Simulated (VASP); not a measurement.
A run of VASP 6.6.1 is set up as follows.

File INCAR:

```
SYSTEM = Ir
PREC = Accurate
ENCUT = 520
EDIFF = 1E-6
ISMEAR = 0
SIGMA = 0.1
LREAL = .FALSE.
LASPH = .TRUE.
NELM = 100
ALGO = Normal
ISIF = 2
LWAVE = .FALSE.
LCHARG = .FALSE.
GGA = PS
NBANDS = 10
```

File KPOINTS:

```
regular mesh
0
G
  8 8 8
  0 0 0
```

File POSCAR:

```
Ir
1.0
    0.0000000000      1.9180891651      1.9180891651
    1.9180891651      0.0000000000      1.9180891651
    1.9180891651      1.9180891651      0.0000000000
Ir
1
Direct
    0.0000000000      0.0000000000      0.0000000000
```

Potentials or basis: VASP PAW PBE potentials, release 64 (Ir).

The run is started by

```console
$ cat potpaw_PBE.64/Ir/POTCAR > POTCAR
$ mpirun -np 1 vasp_std > vasp.out
```

(1) Predict the pressure.

## Answers

(1) 0.7 GPa.

Caveat: the PAW data sets were made with another functional, which shifts forces and pressure a little.
